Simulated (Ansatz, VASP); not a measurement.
One calculation of BN, two programs

File POSCAR:

```
BN
1.0
    0.0000000000      1.8226843616      1.8226843616
    1.8226843616      0.0000000000      1.8226843616
    1.8226843616      1.8226843616      0.0000000000
B N
1 1
Direct
    0.0000000000      0.0000000000      0.0000000000
    0.7500000000      0.7500000000      0.7500000000
```

The input INCAR.step1:

```
SYSTEM = BN
PREC = Accurate ; ENCUT = 910
ISMEAR = 0 ; SIGMA = 0.02
LREAL = .False. ; LASPH = .True.
NELM = 120 ; NBANDS = 11
GGA = PE ; ALGO = Normal
EDIFF = 1E-5 ; LWAVE = .True.
LCHARG = .False. ; GGA_COMPAT = .False.
```

Contents of INCAR.step2:

```
SYSTEM = BN
PREC = Accurate ; ENCUT = 910
EDIFF = 1E-6 ; ISMEAR = 0
SIGMA = 0.02 ; LREAL = .False.
LASPH = .True. ; NELM = 120
ALGO = Normal ; ISIF = 2
LWAVE = .False. ; LCHARG = .False.
METAGGA = R2SCAN ; LMIXTAU = .True.
NBANDS = 11 ; ISTART = 1
GGA_COMPAT = .False.
```

The input KPOINTS:

```
Automatic mesh
0
Gamma
  12 12 12
  0 0 0
```

Input for Ansatz:

```yaml
crystal:
  lattice:
    - [0.0, 1.8226843616, 1.8226843616]
    - [1.8226843616, 0.0, 1.8226843616]
    - [1.8226843616, 1.8226843616, 0.0]
  atoms:
    - { symbol: B, position: [0.0, 0.0, 0.0] }
    - { symbol: "N", position: [0.75, 0.75, 0.75] }
basis:
  ecutwfc: 500
kpoints:
  mp_grid: { grid: [12, 12, 12] }
hamiltonian:
  xc: r2scan
scf:
  occupations: { method: gaussian, width: 0.02 }
output:
  forces: true
  stress: true
  eigenvalues: true
```

Alike in both runs: task single point; functional r2SCAN; k mesh 12 × 12 × 12; occupations gaussian, width 0.02 eV; no spin polarisation.

```csv
,VASP,Ansatz
version,VASP 6.6.1,Ansatz 0.2.0
potentials or method,"VASP PAW PBE potentials, release 64 (B_h, N_h), cutoff 910 eV","scalar-relativistic, plane waves, PAW"
valence electrons in the cell,8,8
```

```csv
,VASP,Ansatz,Ansatz less VASP
gap on the k mesh at the Fermi level (eV),4.96,4.96,+0.005
least direct gap on the mesh (eV),9.42,9.44,+0.016
```

VASP's potentials were made for PBE, not for r2SCAN.

Noted on VASP's run: the cutoff is short for stress, so the pressure is rough.
